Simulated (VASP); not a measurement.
# Cd2O (Fm-3m) in VASP: density of states with PBE

Aim: the density of states of Cd2O with PBE.

Everything below comes from runs of VASP 6.6.1. Logs are shortened: lines on timing, memory, paths and dates and some standing lists are left out, and cuts for length are marked.

## (1) The cell of the first run

The structure is cubic, space group Fm-3m (No. 225). The conventional cell has a = 5.516 Å, b = 5.516 Å, c = 5.516 Å, α = 90.00°, β = 90.00°, γ = 90.00°. Within 3.2 Å of Cd (site symmetry -43m) lie 4 O at 2.39 Å and 6 Cd at 2.76 Å. Within 3.2 Å of O (site symmetry m-3m) lie 8 Cd at 2.39 Å.

## (2) Density of states, PBE

Contents of POSCAR:

```
Cd2O
1.0
    0.0000000000      2.7580520000      2.7580520000
    2.7580520000      0.0000000000      2.7580520000
    2.7580520000      2.7580520000      0.0000000000
Cd O
2 1
Direct
    0.2500000000      0.2500000000      0.2500000000
    0.7500000000      0.7500000000      0.7500000000
    0.5000000000      0.5000000000      0.5000000000
```

Contents of INCAR.step1:

```
SYSTEM = Cd2O
ALGO = Normal
EDIFF = 1E-6
ENCUT = 520
GGA = PE
GGA_COMPAT = .FALSE.
ISIF = 2
ISMEAR = 1
LASPH = .TRUE.
LCHARG = .TRUE.
LORBIT = 11
LREAL = .FALSE.
LWAVE = .FALSE.
NBANDS = 22
NEDOS = 2001
NELM = 120
PREC = Accurate
SIGMA = 0.0164
```

Contents of KPOINTS.step1:

```
k-points
0
G
  8 8 8
  0 0 0
```

Contents of INCAR.step2:

```
SYSTEM = Cd2O
ALGO = Normal
EDIFF = 1E-6
ENCUT = 520
GGA = PE
GGA_COMPAT = .FALSE.
ICHARG = 11
ISIF = 2
ISMEAR = -5
LASPH = .TRUE.
LCHARG = .FALSE.
LORBIT = 11
LREAL = .FALSE.
LWAVE = .FALSE.
NBANDS = 22
NEDOS = 1001
NELM = 120
PREC = Accurate
SIGMA = 0.0164
```

Contents of KPOINTS.step2:

```
k-points
0
G
  12 12 12
  0 0 0
```

Potentials or basis: VASP PAW PBE potentials, release 64 (Cd, O).

On the command line:

```bash
> cat potpaw_PBE.64/Cd/POTCAR potpaw_PBE.64/O/POTCAR > POTCAR
> cp INCAR.step1 INCAR
> cp KPOINTS.step1 KPOINTS
> mpirun -np 1 vasp_std > vasp.out
> cp INCAR.step2 INCAR
> cp KPOINTS.step2 KPOINTS
> mpirun -np 1 vasp_std > vasp.out
```

OUTCAR:

```text
SYSTEM = Cd2O
   EDIFF = 1E-6
   ENCUT = 520
   GGA = PE
   ICHARG = 11
   ISIF = 2
   ISMEAR = -5
   LASPH = .TRUE.
   LORBIT = 11
   LREAL = .FALSE.
   NELM = 120
   PREC = Accurate

 ion  position               nearest neighbor table
   1  0.250  0.250  0.250-   3 2.39   3 2.39   3 2.39   3 2.39   2 2.76   2 2.76   2 2.76   2 2.76
                             2 2.76   2 2.76
   2  0.750  0.750  0.750-   3 2.39   3 2.39   3 2.39   3 2.39   1 2.76   1 2.76   1 2.76   1 2.76
                             1 2.76   1 2.76
   3  0.500  0.500  0.500-   1 2.39   2 2.39   1 2.39   1 2.39   1 2.39   2 2.39   2 2.39   2 2.39

  LATTYP: Found a face centered cubic cell.
 ALAT       =     5.5161040000

  Lattice vectors:

 A1 = (   0.0000000000,   2.7580520000,   2.7580520000)
 A2 = (   2.7580520000,   0.0000000000,   2.7580520000)
 A3 = (   2.7580520000,   2.7580520000,   0.0000000000)

Analysis of symmetry for initial positions (statically):
=====================================================================
 Subroutine PRICEL returns:
 Original cell was already a primitive cell.

 Routine SETGRP: Setting up the symmetry group for a
 face centered cubic supercell.

 Subroutine GETGRP returns: Found 48 space group operations
 (whereof 48 operations were pure point group operations)
 out of a pool of 48 trial point group operations.

The static configuration has the point symmetry O_h .

Analysis of symmetry for dynamics (positions and initial velocities):
=====================================================================
 Subroutine PRICEL returns:
 Original cell was already a primitive cell.

 Routine SETGRP: Setting up the symmetry group for a
 face centered cubic supercell.

 Subroutine GETGRP returns: Found 48 space group operations
 (whereof 48 operations were pure point group operations)
 out of a pool of 48 trial point group operations.

The dynamic configuration has the point symmetry O_h .

 Subroutine INISYM returns: Found 48 space group operations
 (whereof 48 operations are pure point group operations),
 and found     1 'primitive' translations

----------------------------------------------------------------------------------------

                                     Primitive cell

  volume of cell :      41.9602

  direct lattice vectors                    reciprocal lattice vectors
     0.000000000  2.758052000  2.758052000    -0.181287372  0.181287372  0.181287372
     2.758052000  0.000000000  2.758052000     0.181287372 -0.181287372  0.181287372
     2.758052000  2.758052000  0.000000000     0.181287372  0.181287372 -0.181287372

  length of vectors
     3.900474544  3.900474544  3.900474544     0.313998940  0.313998940  0.313998940

  position of ions in fractional coordinates (direct lattice)
     0.250000000  0.250000000  0.250000000
     0.750000000  0.750000000  0.750000000
     0.500000000  0.500000000  0.500000000

  ion indices of the primitive-cell ions
   primitive index   ion index
                 1           1
                 2           2
                 3           3

----------------------------------------------------------------------------------------

 KPOINTS: k-points

Automatic generation of k-mesh.
 Grid dimensions read from file:
 generate k-points for:   12   12   12

 Generating k-lattice:

  Cartesian coordinates                     Fractional coordinates (reciprocal lattice)
    -0.015107281  0.015107281  0.015107281     0.083333333  0.000000000  0.000000000
     0.015107281 -0.015107281  0.015107281     0.000000000  0.083333333  0.000000000
     0.015107281  0.015107281 -0.015107281     0.000000000  0.000000000  0.083333333

  Length of vectors
     0.026166578  0.026166578  0.026166578

  Shift w.r.t. Gamma in fractional coordinates (k-lattice)
     0.000000000  0.000000000  0.000000000

 TETIRR: Found    247 inequivalent tetrahedra from    10368

 Subroutine IBZKPT returns following result:
 ===========================================

 Found     72 irreducible k-points:

 Following reciprocal coordinates:
            Coordinates               Weight
  0.000000  0.000000  0.000000      1.000000
  0.083333  0.000000  0.000000      8.000000
  0.166667  0.000000  0.000000      8.000000
  0.250000  0.000000  0.000000      8.000000
  0.333333  0.000000  0.000000      8.000000
  0.416667  0.000000  0.000000      8.000000
[... 16 lines left out ...]
  0.500000  0.166667  0.000000     24.000000
 -0.416667  0.166667  0.000000     24.000000
 [... further k-points ...]
   k-points           NKPTS =     72   k-points in BZ     NKDIM =     72   number of bands    NBANDS=     22
   number of dos      NEDOS =   1001   number of ions     NIONS =      3
   total plane-waves  NPLWV =  27000
   dimension x,y,z NGX =    30 NGY =   30 NGZ =   30
   dimension x,y,z NGXF=    60 NGYF=   60 NGZF=   60
   ions per type =               2   1
   NGX,Y,Z   is equivalent  to a cutoff of  12.79, 12.79, 12.79 a.u.
   NGXF,Y,Z  is equivalent  to a cutoff of  25.57, 25.57, 25.57 a.u.
 SYSTEM =  Cd2O
   PREC   = accura    normal or accurate (medium, high low for compatibility)
   ISTART =      0    job   : 0-new  1-cont  2-samecut
   ICHARG =     11    charge: 1-file 2-atom 10-const
   ISPIN  =      1    spin polarized calculation?
   LNONCOLLINEAR =      F non collinear calculations
   LSORBIT =      F    spin-orbit coupling
   LASPH  =      T    aspherical Exc in radial PAW
   ENCUT  =  520.0 eV  38.22 Ry    6.18 a.u.   7.25  7.25  7.25*2*pi/ulx,y,z
   NELM   =    120;   NELMIN=  2; NELMDL=  0     # of ELM steps
   EDIFF  = 0.1E-05   stopping-criterion for ELM
   LREAL  =      F    real-space projection
   EDIFFG = 0.1E-04   stopping-criterion for IOM
   NSW    =      0    number of steps for IOM
   IBRION =     -1    ionic relax: 0-MD 1-quasi-New 2-CG
   NFREE  =      0    steps in history (QN), initial steepest desc. (CG)
   ISIF   =      2    stress and relaxation
   ISYM   =      2    0-nonsym 1-usesym 2-fastsym
   POTIM  = 0.5000    time-step for ionic-motion
   TEBEG  =    0.0;   TEEND  =   0.0 temperature during run
   PSTRESS=    0.0 pullay stress
   NELECT =      30.0000    total number of electrons
   NUPDOWN=      -1.0000    fix difference up-down
   EMIN   =  10.00;   EMAX   =-10.00  energy-range for DOS
   EFERMI =   0.00;   METHOD = LEGACY
   ISMEAR =    -5;   SIGMA  =   0.02  broadening in eV -4-tet -1-fermi 0-gaus
   EFERMI_NEDOS =   21; number of points for ismear=-14 and -15
   IALGO  =     38    algorithm
   IMIX   =      4    mixing-type and parameters
     AMIX     =   0.40;   BMIX     =  1.00
     AMIX_MAG =   1.60;   BMIX_MAG =  1.00
  volume/ion in A,a.u.               =      13.99        94.39
  Fermi-wavevector in a.u.,A,eV,Ry     =   1.463871  2.766315 29.156173  2.142918
  Thomas-Fermi vector in A             =   2.579914
   LORBIT       =     11    0 simple, 1 ext, 2 COOP (PROOUT), +10 PAW based schemes
   GGA     = PE    functional components
   LHFCALC =     F    Hartree Fock is set to
   AEXX    =    0.0000 exact exchange contribution
   IVDW    =     0    specifies the selected vdW correction
   LEPSILON=     F    determine dielectric tensor
   LRPA    =     F    only Hartree local field effects (RPA)
 non-spin polarized calculation
 Fermi weights with tetrahedron method with Bloechl corrections
  energy-cutoff  :      520.00
  volume of cell :       41.96
 maximum number of plane-waves:      1158
 NGX is ok and might be reduce to    30

 number of electron      30.0000010 magnetization

 Free energy of the ion-electron system (eV)
  ---------------------------------------------------
  ext. energy  EPLUGINS =         0.00000000
  ---------------------------------------------------
  free energy    TOTEN  =        -6.29992454 eV

  energy without entropy =       -6.29992454  energy(sigma->0) =       -6.29992454

 E-fermi :   5.6311     XC(G=0): -12.1254

 val. band max:        5.5880208347   @ k =   0.5000   0.0000   0.0000
 cond. band min:       5.6278328991   @ k =   0.5000   0.0833   0.0000
 fundamental gap:      0.0398120643
 Fermi energy:         5.6311086794

 k-point     1 :       0.0000    0.0000    0.0000
  band No.  band energies     occupation
      1     -14.9785      2.00000
      2      -6.0349      2.00000
      3      -6.0349      2.00000
      4      -6.0349      2.00000
      5      -6.0193      2.00000
      6      -6.0193      2.00000
[... 14 lines left out ...]
     21      15.2873      0.00000
     22      15.2873      0.00000

 k-point     2 :       0.0833    0.0000    0.0000
  band No.  band energies     occupation
      1     -14.9633      2.00000
      2      -6.0329      2.00000
      3      -6.0329      2.00000
      4      -6.0010      2.00000
      5      -5.9479      2.00000
      6      -5.9479      2.00000
[... 14 lines left out ...]
     21      15.0722      0.00000
     22      15.5179      0.00000

 k-point     3 :       0.1667    0.0000    0.0000
  band No.  band energies     occupation
      1     -14.9223      2.00000
      2      -5.9638      2.00000
      3      -5.9638      2.00000
      4      -5.8869      2.00000
      5      -5.8009      2.00000
      6      -5.8009      2.00000
[... 14 lines left out ...]
     21      14.6441      0.00000
     22      16.8681      0.00000
[... 476 lines left out ...]
 k-point    23 :       0.5000    0.1667    0.0000
  band No.  band energies     occupation
      1     -14.7447      2.00000
      2      -5.4459      2.00000
      3      -5.4153      2.00000
      4      -5.1001      2.00000
      5      -5.0066      2.00000
      6      -4.9509      2.00000
[... 14 lines left out ...]
     21      15.7277      0.00000
     22      18.5910      0.00000

 k-point    24 :      -0.4167    0.1667    0.0000
  band No.  band energies     occupation
      1     -14.7411      2.00000
      2      -5.4438      2.00000
      3      -5.2902      2.00000
      4      -5.1015      2.00000
      5      -4.9781      2.00000
      6      -4.9377      2.00000
[... 14 lines left out ...]
     21      15.4294      0.00000
     22      19.0632      0.00000

 [... further k-points ...]
[... 5 lines left out ...]
  --------------------------------------------------------------------------------------
  -------------------------------------------------------------------------------------
  Total        8.5958847      8.5958847      8.5958847     -0.0000000     -0.0000000      0.0000000
  in kB      328.2190754    328.2190754    328.2190754     -0.0000000     -0.0000000      0.0000000
  external PRESSURE =     328.2190754 kB  Pullay stress =       0.0000000 kB

 VOLUME and BASIS-vectors are now :
 -----------------------------------------------------------------------------
  energy-cutoff  :      520.00
  volume of cell :       41.96
      direct lattice vectors                 reciprocal lattice vectors
     0.000000000  2.758052000  2.758052000    -0.181287372  0.181287372  0.181287372
     2.758052000  0.000000000  2.758052000     0.181287372 -0.181287372  0.181287372
     2.758052000  2.758052000  0.000000000     0.181287372  0.181287372 -0.181287372

 POSITION                                       TOTAL-FORCE (eV/Angst)
 -----------------------------------------------------------------------------------
      1.37903      1.37903      1.37903         0.000000     -0.000000      0.000000
      4.13708      4.13708      4.13708        -0.000000      0.000000     -0.000000
      2.75805      2.75805      2.75805         0.000000     -0.000000      0.000000
 -----------------------------------------------------------------------------------
    total drift:                                0.000000      0.000000      0.000000

  FREE ENERGIE OF THE ION-ELECTRON SYSTEM (eV)
  ---------------------------------------------------
  free  energy   TOTEN  =        -6.2999245413 eV

  energy  without entropy=       -6.2999245413  energy(sigma->0) =       -6.29992454

 total charge

# of ion       s       p       d       tot
------------------------------------------
    1        0.511   0.361   9.551  10.423
    2        0.511   0.361   9.551  10.423
    3        1.655   3.268   0.000   4.923
--------------------------------------------------
tot          2.678   3.990  19.101  25.769
```

It took 1.8 min on 1 thread of Intel Xeon 8259CL, shared host; peak memory 0.2 GiB.

What came out:

* Valence electrons inside the program's atomic spheres: Cd 10.42; O 4.92

Levels at points of the mesh, in eV from the Fermi level:
| k point | band 12 | band 13 | band 14 | band 15 | band 16 | band 17 | band 18 | band 19 |
| --- | --- | --- | --- | --- | --- | --- | --- | --- |
| (0.00, 0.00, 0.00) | -7.30 | -4.24 | -4.24 | -4.24 | 3.62 | 3.62 | 3.62 | 9.20 |
| (0.50, 0.00, 0.00) | -8.72 | -4.66 | -4.66 | -3.52 | -0.04 | 4.89 | 4.89 | 7.03 |
| (0.50, 0.50, 0.00) | -6.74 | -6.18 | -6.18 | -1.82 | 0.99 | 1.67 | 3.96 | 3.96 |

Caveat: tetrahedron occupations give inexact forces and stress in metals.
